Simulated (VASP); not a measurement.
# BaZrO3 (Pm-3m) in VASP: a series of runs, part 2 of 2

VASP 6.6.1.

### Step 3. Single point, PBE

This run uses another cell than the first one, of 15.09 Å³/atom, 1.051 times its volume.

The input, INCAR:

```
PREC = Accurate
ENCUT = 520
EDIFF = 1E-6
ISMEAR = 0
SIGMA = 0.01
LREAL = False
LASPH = True
NELM = 60
ALGO = Normal
ISIF = 2
LWAVE = False
LCHARG = False
GGA = PE
NBANDS = 28
```

The input, KPOINTS:

```
regular mesh
0
Gamma
  5 5 5
```

The input, POSCAR:

```
BaZrO3
1.0
    4.2259807445      0.0000000000      0.0000000000
    0.0000000000      4.2259807445      0.0000000000
    0.0000000000      0.0000000000      4.2259807445
Ba Zr O
1 1 3
Direct
    0.0000000000      0.0000000000      0.0000000000
    0.5000000000      0.5000000000      0.5000000000
    0.0000000000      0.5000000000      0.5000000000
    0.5000000000      0.0000000000      0.5000000000
    0.5000000000      0.5000000000      0.0000000000
```

Potentials or basis: VASP PAW PBE potentials, release 64 (Ba_sv, Zr_sv, O).

Command:

```sh
cat potpaw_PBE.64/Ba_sv/POTCAR potpaw_PBE.64/Zr_sv/POTCAR potpaw_PBE.64/O/POTCAR > POTCAR
mpirun -np 1 vasp_std > vasp.out
```

OUTCAR:

```text
PREC = Accurate
   ENCUT = 520
   EDIFF = 1E-6
   ISMEAR = 0
   LREAL = False
   LASPH = True
   NELM = 60
   ISIF = 2
   GGA = PE

 ion  position               nearest neighbor table
   1  0.000  0.000  0.000-   3 2.99   4 2.99   5 2.99   3 2.99   4 2.99   3 2.99   5 2.99   3 2.99
                             4 2.99   5 2.99   4 2.99   5 2.99   2 3.66   2 3.66   2 3.66   2 3.66
   2  0.500  0.500  0.500-   3 2.11   4 2.11   5 2.11   5 2.11   4 2.11   3 2.11   1 3.66   1 3.66
                             1 3.66   1 3.66   1 3.66   1 3.66   1 3.66   1 3.66
   3  0.000  0.500  0.500-   2 2.11   2 2.11   1 2.99   1 2.99   1 2.99   1 2.99
   4  0.500  0.000  0.500-   2 2.11   2 2.11   1 2.99   1 2.99   1 2.99   1 2.99
   5  0.500  0.500  0.000-   2 2.11   2 2.11   1 2.99   1 2.99   1 2.99   1 2.99

  LATTYP: Found a simple cubic cell.
 ALAT       =     4.2259807445

  Lattice vectors:

 A1 = (   4.2259807445,   0.0000000000,   0.0000000000)
 A2 = (   0.0000000000,   4.2259807445,   0.0000000000)
 A3 = (   0.0000000000,   0.0000000000,   4.2259807445)

Analysis of symmetry for initial positions (statically):
=====================================================================
 Subroutine PRICEL returns:
[... 166 lines left out ...]
 cond. band min:       6.7484714512   @ k =   0.0000   0.0000   0.0000
 fundamental gap:      3.2335389162
 Fermi energy:         3.6034675604

 k-point     1 :       0.0000    0.0000    0.0000
  band No.  band energies     occupation
      1     -43.5601      2.00000
      2     -21.7778      2.00000
      3     -21.6883      2.00000
      4     -21.6883      2.00000
      5     -21.6883      2.00000
      6     -12.7133      2.00000
[... 299 lines left out ...]
     27      12.2399      0.00000
     28      12.2399      0.00000

------------------------ aborting loop because EDIFF is reached ----------------------------------------

  FORCE on cell =-STRESS in cart. coord.  units (eV):
  Direction    XX          YY          ZZ          XY          YZ          ZX
  --------------------------------------------------------------------------------------
  -------------------------------------------------------------------------------------
  Total        0.5056985      0.5056985      0.5056985     -0.0000000      0.0000000      0.0000000
  in kB       10.7354369     10.7354369     10.7354369     -0.0000000      0.0000000      0.0000000
  external PRESSURE =      10.7354369 kB  Pullay stress =       0.0000000 kB

 VOLUME and BASIS-vectors are now :
 -----------------------------------------------------------------------------
  energy-cutoff  :      520.00
  volume of cell :       75.47
      direct lattice vectors                 reciprocal lattice vectors
     4.225980745  0.000000000  0.000000000     0.236631462  0.000000000  0.000000000
     0.000000000  4.225980745  0.000000000     0.000000000  0.236631462  0.000000000
     0.000000000  0.000000000  4.225980745     0.000000000  0.000000000  0.236631462

 POSITION                                       TOTAL-FORCE (eV/Angst)
 -----------------------------------------------------------------------------------
      0.00000      0.00000      0.00000         0.000000      0.000000      0.000000
      2.11299      2.11299      2.11299         0.000000      0.000000      0.000000
      0.00000      2.11299      2.11299         0.000000      0.000000      0.000000
      2.11299      0.00000      2.11299         0.000000      0.000000      0.000000
      2.11299      2.11299      0.00000         0.000000      0.000000      0.000000
 -----------------------------------------------------------------------------------
    total drift:                                0.000000     -0.000000     -0.000000

  FREE ENERGIE OF THE ION-ELECTRON SYSTEM (eV)
  ---------------------------------------------------
  free  energy   TOTEN  =       -41.7216112144 eV

  energy  without entropy=      -41.7216112144  energy(sigma->0) =      -41.72161121
```

stdout:

```text
POSCAR found type information on POSCAR BaZrO
 POSCAR found :  3 types and       5 ions
 scaLAPACK will be used
 LDA part: xc-table for (Slater+PW92), standard interpolation
 POSCAR, INCAR and KPOINTS ok, starting setup
 FFT: planning ... GRIDC
 FFT: planning ... GRID_SOFT
 FFT: planning ... GRID
 WAVECAR not read
 entering main loop
```

It took 20 s on 1 thread of AMD EPYC 7R43 (Zen 3), shared host; peak memory 0.14 GiB.

What came out:

| Quantity | Value |
| --- | --- |
| Free energy | -41.7216 eV |
| Pressure | 1.1 GPa |
| Band gap on the k mesh | 3.23 eV, indirect (least direct gap 3.38 eV) |

Levels at points of the mesh, in eV from the valence-band top:
```csv
k point,band 17,band 18,band 19,band 20,band 21,band 22,band 23,band 24
"(0.00, 0.00, 0.00)",-0.85,-0.15,-0.15,-0.15,3.23,3.23,3.23,4.72
```

Caveat: spin-orbit coupling is left out, which moves the levels of the heavy elements. A k mesh can miss the band edges.

### Step 4. Single point, PBE

This run uses another cell than the first one, of 15.46 Å³/atom, 1.077 times its volume.

The input, INCAR:

```
PREC     = Accurate       # precision mode
ENCUT    = 520            # plane-wave cutoff, eV
EDIFF    = 1E-6           # SCF threshold, eV
ISMEAR   = 0              # smearing method
SIGMA    = 0.01           # smearing width, eV
LREAL    = False          # projectors in reciprocal space
LASPH    = True           # aspherical terms in the spheres
NELM     = 60             # most SCF steps
ALGO     = Normal         # electronic algorithm
ISIF     = 2              # what is computed and relaxed
LWAVE    = False          # write WAVECAR
LCHARG   = False          # write CHGCAR
GGA      = PE             # functional
NBANDS   = 28             # bands
```

The input, KPOINTS:

```
Automatic mesh
0
Gamma
  5 5 5
```

Edit POSCAR of step 3 so:

```diff
@@ -2,5 +2,5 @@
 1.0
-    4.2259807445      0.0000000000      0.0000000000
-    0.0000000000      4.2259807445      0.0000000000
-    0.0000000000      0.0000000000      4.2259807445
+    4.2600627062      0.0000000000      0.0000000000
+    0.0000000000      4.2600627062      0.0000000000
+    0.0000000000      0.0000000000      4.2600627062
 Ba Zr O
```

Command:

```sh
cat potpaw_PBE.64/Ba_sv/POTCAR potpaw_PBE.64/Zr_sv/POTCAR potpaw_PBE.64/O/POTCAR > POTCAR
mpirun -np 1 vasp_std > vasp.out
```

Run time: 19 s. Hardware: 1 thread of AMD EPYC 7R43 (Zen 3), shared host; peak memory 0.15 GiB.

It converged, with:

| Property | Result |
| --- | --- |
| Free energy | -41.7152 eV |
| Pressure | -2.5 GPa |
| Band gap on the k mesh | 3.17 eV, indirect (least direct gap 3.35 eV) |

Levels at points of the mesh, in eV from the valence-band top:
| k point | band 18 | band 19 | band 20 | band 21 | band 22 | band 23 |
| --- | --- | --- | --- | --- | --- | --- |
| (0.00, 0.00, 0.00) | -0.18 | -0.18 | -0.18 | 3.17 | 3.17 | 3.17 |

Caveat: spin-orbit coupling is left out, which moves the levels of the heavy elements.

### Step 5. Single point, PBE

This run uses another cell than the first one, of 15.83 Å³/atom, 1.103 times its volume.

The input, INCAR:

```
PREC = Accurate
ENCUT = 520
EDIFF = 1E-6
ISMEAR = 0
SIGMA = 0.01
LREAL = False
LASPH = True
NELM = 100
ALGO = Normal
ISIF = 2
LWAVE = False
LCHARG = False
GGA = PE
NBANDS = 28
```

KPOINTS is that of step 4.

Edit POSCAR of step 4 so:

```diff
@@ -2,5 +2,5 @@
 1.0
-    4.2600627062      0.0000000000      0.0000000000
-    0.0000000000      4.2600627062      0.0000000000
-    0.0000000000      0.0000000000      4.2600627062
+    4.2936078882      0.0000000000      0.0000000000
+    0.0000000000      4.2936078882      0.0000000000
+    0.0000000000      0.0000000000      4.2936078882
 Ba Zr O
```

Command:

```sh
cat potpaw_PBE.64/Ba_sv/POTCAR potpaw_PBE.64/Zr_sv/POTCAR potpaw_PBE.64/O/POTCAR > POTCAR
mpirun -np 1 vasp_std > vasp.out
```

It took 21 s on 1 thread of AMD EPYC 7R43 (Zen 3), shared host; peak memory 0.15 GiB.

The run converged. Its results:

| Quantity | Value |
| --- | --- |
| Free energy | -41.6708 eV |
| Pressure | -5.5 GPa |
| Band gap on the k mesh | 3.12 eV, indirect (least direct gap 3.31 eV) |

Levels at points of the mesh, in eV from the valence-band top:
```csv
k point,band 17,band 18,band 19,band 20,band 21,band 22,band 23,band 24
"(0.00, 0.00, 0.00)",-0.79,-0.20,-0.20,-0.20,3.12,3.12,3.12,4.65
```

Caveat: spin-orbit coupling is left out, which moves the levels of the heavy elements. A k mesh can miss the band edges.

### Step 6. Single point, PBE

This run uses another cell than the first one, of 16.20 Å³/atom, 1.128 times its volume.

The input, INCAR:

```
SYSTEM = BaZrO3
PREC = Accurate
ENCUT = 520
EDIFF = 1E-7
ISMEAR = 0
SIGMA = 0.01
LREAL = .FALSE.
LASPH = .TRUE.
NELM = 100
ALGO = Normal
ISIF = 2
LWAVE = .FALSE.
LCHARG = .FALSE.
GGA = PE
NBANDS = 28
```

The input, KPOINTS:

```
regular mesh
0
G
  5 5 5
  0 0 0
```

Edit POSCAR of step 5 so:

```diff
@@ -2,5 +2,5 @@
 1.0
-    4.2936078882      0.0000000000      0.0000000000
-    0.0000000000      4.2936078882      0.0000000000
-    0.0000000000      0.0000000000      4.2936078882
+    4.3266369391      0.0000000000      0.0000000000
+    0.0000000000      4.3266369391      0.0000000000
+    0.0000000000      0.0000000000      4.3266369391
 Ba Zr O
```

Potentials or basis: VASP PAW PBE potentials, release 64 (Ba_sv, Zr_sv, O).

Command:

```sh
cat potpaw_PBE.64/Ba_sv/POTCAR potpaw_PBE.64/Zr_sv/POTCAR potpaw_PBE.64/O/POTCAR > POTCAR
mpirun -np 1 vasp_std > vasp.out
```

Run time: 21 s. Hardware: 1 thread of AMD EPYC 7R43 (Zen 3), shared host; peak memory 0.15 GiB.

It converged, with:

| Item | Value |
| --- | --- |
| Free energy | -41.5930 eV |
| Pressure | -8.2 GPa |
| Band gap on the k mesh | 3.06 eV, indirect (least direct gap 3.27 eV) |

Levels at points of the mesh, in eV from the valence-band top:
| k point | band 16 | band 17 | band 18 | band 19 | band 20 | band 21 | band 22 | band 23 | band 24 | band 25 |
| --- | --- | --- | --- | --- | --- | --- | --- | --- | --- | --- |
| (0.00, 0.00, 0.00) | -0.77 | -0.77 | -0.22 | -0.22 | -0.22 | 3.06 | 3.06 | 3.06 | 4.61 | 4.61 |

Caveat: spin-orbit coupling is left out, which moves the levels of the heavy elements. PBE gaps usually lie below the measured ones, often by a third to a half.

### Step 7. Overview

| cell | gap on the mesh (eV) | pressure (GPa) |
| --- | --- | --- |
| a = 4.156 Å, 5 atoms | 3.35 | 9.7 |
| a = 4.226 Å, 5 atoms | 3.23 | 1.1 |
| a = 4.260 Å, 5 atoms | 3.17 | -2.5 |
| a = 4.294 Å, 5 atoms | 3.12 | -5.5 |
| a = 4.327 Å, 5 atoms | 3.06 | -8.2 |

Alike in all rows: task single point; level PBE; potentials or basis VASP PAW PBE potentials, release 64 (Ba_sv, Zr_sv, O); no spin polarisation; k mesh 5 × 5 × 5; cutoff (eV) 520; smearing gaussian 0.01 eV.

Caveats: spin-orbit coupling is left out, which moves the levels of the heavy elements.

Absolute energies hang on the potentials; compare differences alone.
